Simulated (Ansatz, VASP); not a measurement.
## GaN in VASP and in Ansatz

The input POSCAR:

```
GaN
1.0
    3.1831494095      0.0159157471      0.0000000000
   -1.5777912635      2.7487303791      0.0000000000
    0.0000000000      0.0000000000      5.1836254585
Ga N
2 2
Direct
    0.3326496150      0.6666571734     -0.0008867939
    0.6673503850      0.3333428266      0.4991132061
    0.3317803532      0.6666978161      0.3758867939
    0.6682196468      0.3333021839      0.8758867939
```

File INCAR.step1:

```
ALGO = Normal ; EDIFF = 1E-4
ENCUT = 520 ; GGA = PE
ISMEAR = 0 ; LASPH = True
LCHARG = False ; LREAL = False
LWAVE = True ; NBANDS = 26
NELM = 80 ; PREC = Accurate
SIGMA = 0.01
```

INCAR.step2

```
ALGO = Normal ; EDIFF = 1E-6
ENCUT = 520 ; ISIF = 2
ISMEAR = 0 ; ISTART = 1
LASPH = True ; LCHARG = False
LMIXTAU = True ; LREAL = False
LWAVE = False ; METAGGA = R2SCAN
NBANDS = 26 ; NELM = 80
PREC = Accurate ; SIGMA = 0.01
```

KPOINTS

```
k-points
0
Gamma
  12 12 6
```

Input for Ansatz:

```yaml
crystal:
  lattice:
    - [3.1831494095, 0.0159157471, 0.0]
    - [-1.5777912635, 2.7487303791, 0.0]
    - [0.0, 0.0, 5.1836254585]
  atoms:
    - { symbol: Ga, position: [0.332649615, 0.6666571734, -0.0008867939] }
    - { symbol: Ga, position: [0.667350385, 0.3333428266, 0.4991132061] }
    - { symbol: "N", position: [0.3317803532, 0.6666978161, 0.3758867939] }
    - { symbol: "N", position: [0.6682196468, 0.3333021839, 0.8758867939] }
kpoints:
  mp_grid: { grid: [12, 12, 6] }
  band_path:
    path:
      - [0.0, 0.0, 0.0]
      - [0.5, 0.0, 0.0]
      - [0.3333333333, 0.3333333333, 0.0]
      - [0.0, 0.0, 0.5]
      - [0.5, 0.0, 0.5]
      - [0.3333333333, 0.3333333333, 0.5]
    npoints: 1
hamiltonian:
  xc: r2scan
scf:
  occupations: { method: fixed }
  n_extra_bands: 5
output:
  forces: true
  stress: true
  eigenvalues: true
```

Change from the starting cell: shear_xy strain +1.0%.

Alike in both runs: task single point; functional r2SCAN; k mesh 12 × 12 × 6; no spin polarisation.

```csv
,VASP,Ansatz
version,VASP 6.6.1,Ansatz 0.2.0
potentials or method,"VASP PAW PBE potentials, release 64 (Ga_d, N)","plane waves, PAW"
plane-wave cutoff (eV),520,500
occupations,"gaussian, width 0.01 eV",fixed
valence electrons in the cell,36,36
```

Ansatz gave:

| Property | Result |
| --- | --- |
| gap on the k mesh at the Fermi level (eV) | 2.32 |
| pressure (GPa) | 0.0 |
| traceless stress, the component that is largest in VASP (GPa) | -1.14 |
| rms of the force components (eV/Å) | 0.002 |

Task: What did VASP give for the same quantities?

Result: gap on the k mesh at the Fermi level (eV): 2.31; pressure (GPa): 1.1; traceless stress, the component that is largest in VASP (GPa): -1.14; rms of the force components (eV/Å): 0.004.

VASP's potentials were made for PBE, not for r2SCAN. Atom by atom the forces differ by 0.003 eV/Å (rms over components).
